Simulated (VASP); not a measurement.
Te2Mo:

```
Te Mo
1.0
     3.52034    0.00000    0.00000
    -1.76017    3.04870    0.00000
     0.00000    0.00000   13.95661
Te Mo
4 2
Direct
  0.33333 0.66667 0.62000
  0.66667 0.33333 0.12000
  0.33333 0.66667 0.88000
  0.66667 0.33333 0.38000
  0.33333 0.66667 0.25000
  0.66667 0.33333 0.75000
```

Base run:

```yaml
Program: VASP 6.6.1
Functional: PBE
Potentials_or_basis: VASP PAW PBE potentials, release 64 (Te, Mo_sv)
Cutoff: 500 eV
k_mesh: 8 × 8 × 2
Occupations: gaussian, width 0.05 eV
Spin: collinear spin
Starting_moments: "[0.0, 0.0, 0.0, 0.0, 0.05, 0.05] μB"
```

Its results: band gap on the k mesh 0.78 eV (least direct gap 1.20 eV); pressure 2.1 GPa; net moment 0.00 μB per cell; largest force 0.006 eV/Å.

The run is repeated on the same cell with these changes: k mesh from 8 × 8 × 2 to 4 × 4 × 1. What comes out?

Band gap on the k mesh 0.93 eV (least direct gap 1.32 eV); pressure 2.1 GPa; net moment 0.00 μB per cell; largest force 0.035 eV/Å.

Caveats: some runs use coarse meshes; spin-orbit coupling is left out, which moves the levels of the heavy elements; this functional lacks dispersion, which binds layers or chains, so the pressure and a relaxed spacing across them are unreliable.

A k mesh can miss the band edges.
